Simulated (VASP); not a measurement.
# Au (Fm-3m) in VASP: notebook, part 2 of 2

VASP 6.6.1. Earlier steps stand in the parts before.

## (4) Relaxation of cell and atoms, PBE

This run uses another cell than the first one, of 16.85 Å³/atom, 0.959 times its volume.

Input file INCAR:

```
  ALGO = Normal
  EDIFF = 1E-7
  EDIFFG = -0.005
  ENCUT = 600
  GGA = PE
  IBRION = 2
  ISIF = 3
  ISMEAR = -1
  LASPH = T
  LCHARG = F
  LREAL = F
  LWAVE = F
  NELM = 60
  NSW = 80
  PREC = Accurate
  SIGMA = 0.05
```

Input file KPOINTS:

```
k-points
0
Gamma
  11 11 11
```

Input file POSCAR:

```
Au
1.0
    0.0000000000      2.0350000000      2.0350000000
    2.0350000000      0.0000000000      2.0350000000
    2.0350000000      2.0350000000      0.0000000000
Au
1
Direct
    0.0000000000      0.0000000000      0.0000000000
```

Potentials or basis: VASP PAW PBE potentials, release 64 (Au).

The run is started by

```console
$ cat potpaw_PBE.64/Au/POTCAR > POTCAR
$ mpirun -np 1 vasp_std > vasp.out
```

OUTCAR:

```text
EDIFF = 1E-7
   EDIFFG = -0.005
   ENCUT = 600
   GGA = PE
   IBRION = 2
   ISIF = 3
   ISMEAR = -1
   LASPH = T
   LREAL = F
   NELM = 60
   NSW = 80
   PREC = Accurate

 ion  position               nearest neighbor table
   1  0.000  0.000  0.000-

  LATTYP: Found a face centered cubic cell.
 ALAT       =     4.0700000000

  Lattice vectors:

 A1 = (   0.0000000000,   2.0350000000,   2.0350000000)
 A2 = (   2.0350000000,   0.0000000000,   2.0350000000)
 A3 = (   2.0350000000,   2.0350000000,   0.0000000000)

Analysis of symmetry for initial positions (statically):
=====================================================================
 Subroutine PRICEL returns:
 Original cell was already a primitive cell.

 Routine SETGRP: Setting up the symmetry group for a
 face centered cubic supercell.
[... 286 lines left out ...]

 k-point     1 :       0.0000    0.0000    0.0000
  band No.  band energies     occupation
      1      -0.6827      2.00000
      2       4.2162      2.00000
      3       4.2162      2.00000
      4       4.2162      2.00000
      5       5.5978      2.00000
      6       5.5978      2.00000
      7      23.2224      0.00000
      8      26.9250      0.00000
      9      26.9250      0.00000
[... 265 lines left out ...]
 k-point    24 :      -0.1818    0.1818    0.0000
  band No.  band energies     occupation
      1       1.7806      2.00000
      2       3.6689      2.00000
      3       4.4091      2.00000
      4       5.0173      2.00000
      5       5.0548      2.00000
      6       6.7115      2.00000
      7      19.6866      0.00000
      8      21.5396      0.00000
      9      26.0938      0.00000

 [... further k-points ...]

------------------------ aborting loop because EDIFF is reached ----------------------------------------

  FORCE on cell =-STRESS in cart. coord.  units (eV):
  Direction    XX          YY          ZZ          XY          YZ          ZX
  --------------------------------------------------------------------------------------
  -------------------------------------------------------------------------------------
  Total       -0.0040686     -0.0040686     -0.0040686     -0.0000000      0.0000000      0.0000000
  in kB       -0.3633751     -0.3633751     -0.3633751     -0.0000000      0.0000000      0.0000000
  external PRESSURE =      -0.3633751 kB  Pullay stress =       0.0000000 kB
[... 16 lines left out ...]
  FREE ENERGIE OF THE ION-ELECTRON SYSTEM (eV)
  ---------------------------------------------------
  free  energy   TOTEN  =        -3.2291530676 eV

  energy  without entropy=       -3.2283360046  energy(sigma->0) =       -3.22874454

 reached required accuracy - stopping structural energy minimisation
```

Run time: 34 s. Hardware: 1 thread of Intel Xeon 8259CL, shared host; peak memory 0.15 GiB.

Results:

```
Free energy                            : -3.2292 eV
Relaxed volume                         : 17.94 Å³/atom
Relaxed cell                           : a = 2.938 Å, b = 2.938 Å, c = 2.938 Å, α = 60.00°, β = 60.00°, γ = 60.00°
Space group after relaxing (to 0.05 Å) : Fm-3m (No. 225)
Energy gained by relaxing              : 33.1 meV/atom
Ionic steps                            : 4
Pressure after relaxing                : 0.0 GPa
```

Step by step:
```
step  energy change (eV)  largest force (eV/Å)  pressure (GPa)  volume (Å³)
   1              0.0000                0.0000           10.56        16.85
   2              0.0295                0.0000          -10.09        19.71
   3             -0.0331                0.0000           -0.21        17.96
   4             -0.0331                0.0000           -0.04        17.94
```

Final structure:
```
Au
1.0
     0.00000    2.07774    2.07774
     2.07774    0.00000    2.07774
     2.07774    2.07774    0.00000
Au
1
Direct
  0.00000 0.00000 0.00000
```

Levels at points of the mesh, in eV from the Fermi level:
```
           k point  band 4  band 5  band 6  band 7  band 8  band 9
(0.00, 0.00, 0.00)   -4.52   -3.14   -3.14   14.48   18.19   18.19
```

Caveat: spin-orbit coupling is left out, which moves the levels of the heavy elements. Zero-point motion and thermal expansion aren't in these numbers.

## (5) Single point, PBE

This run uses another cell than the first one, of 16.85 Å³/atom, 0.959 times its volume.

Input file INCAR:

```
SYSTEM = Au
  PREC = Accurate
  ENCUT = 520
  EDIFF = 1E-7
  ISMEAR = -1
  SIGMA = 0.1
  LREAL = .False.
  LASPH = .True.
  NELM = 80
  ALGO = Normal
  ISIF = 2
  LWAVE = .False.
  LCHARG = .False.
  GGA = PE
  NBANDS = 12
```

Input file KPOINTS:

```
regular mesh
0
Gamma
  9 9 9
  0 0 0
```

POSCAR is that of step 4.

The run is started by

```console
$ cat potpaw_PBE.64/Au/POTCAR > POTCAR
$ mpirun -np 1 vasp_std > vasp.out
```

Wall time 13 s (1 thread of Intel Xeon 8259CL, shared host); peak memory 0.14 GiB.

The run converged. Its results:

```yaml
Free_energy: -3.2127 eV
Pressure: 10.4 GPa
```

Levels at points of the mesh, in eV from the Fermi level:
| k point | band 4 | band 5 | band 6 | band 7 | band 8 | band 9 |
| --- | --- | --- | --- | --- | --- | --- |
| (0.00, 0.00, 0.00) | -4.74 | -3.20 | -3.20 | 14.51 | 18.58 | 18.58 |

Caveat: spin-orbit coupling is left out, which moves the levels of the heavy elements.

## (6) Single point, PBE

This run uses another cell than the first one, of 16.85 Å³/atom, 0.959 times its volume.

Input file INCAR:

```
ALGO = Normal
EDIFF = 1E-6
ENCUT = 520
GGA = PE
ISIF = 2
ISMEAR = -1
LASPH = T
LCHARG = F
LREAL = F
LWAVE = F
NBANDS = 12
NELM = 80
PREC = Accurate
SIGMA = 0.1
```

Input file KPOINTS:

```
k-points
0
Gamma
  9 9 9
```

POSCAR is that of step 5.

Potentials or basis: VASP PAW PBE potentials, release 64 (Au).

The run is started by

```console
$ cat potpaw_PBE.64/Au/POTCAR > POTCAR
$ mpirun -np 1 vasp_std > vasp.out
```

It took 12 s on 1 thread of Intel Xeon 8259CL, shared host; peak memory 0.14 GiB.

It converged, with:

| Item | Value |
| --- | --- |
| Free energy | -3.2127 eV |
| Pressure | 10.4 GPa |

Levels at points of the mesh, in eV from the Fermi level:
```
           k point  band 2  band 3  band 4  band 5  band 6  band 7  band 8  band 9  band 10  band 11
(0.00, 0.00, 0.00)   -4.74   -4.74   -4.74   -3.20   -3.20   14.51   18.58   18.58    18.58    23.52
```

Caveat: spin-orbit coupling is left out, which moves the levels of the heavy elements.

## (7) Summary

| task | level | cell | k mesh | cutoff (eV) | smearing | gap on the mesh (eV) | pressure (GPa) | relaxed volume (Å³/atom) |
| --- | --- | --- | --- | --- | --- | --- | --- | --- |
| single point | BLYP+D3(BJ) | a = 2.918 Å, angles 60.0°, 1 atom | 11 × 11 × 11 | 520 | fermi-dirac 0.05 eV | none | 0.7 | - |
| relaxation of cell and atoms | PBE+D4 | relaxed from a = 2.878 Å, angles 60.0°, 1 atom | 11 × 11 × 11 | 600 | fermi-dirac 0.05 eV | none | 0.0 | 17.30 |
| relaxation of cell and atoms | PBE | relaxed from a = 2.878 Å, angles 60.0°, 1 atom | 11 × 11 × 11 | 600 | fermi-dirac 0.05 eV | none | 0.0 | 17.94 |
| single point | PBE | a = 2.878 Å, angles 60.0°, 1 atom | 9 × 9 × 9 | 520 | fermi-dirac 0.1 eV | none | 10.4 | - |

Alike in all rows: potentials or basis VASP PAW PBE potentials, release 64 (Au); no spin polarisation.

Caveats: spin-orbit coupling is left out, which moves the levels of the heavy elements; pairwise dispersion overbinds metals, which lowers pressure and volume (some runs); the PAW data sets were made with another functional, which shifts forces and pressure a little (some runs).

Absolute energies hang on the potentials; compare differences alone.
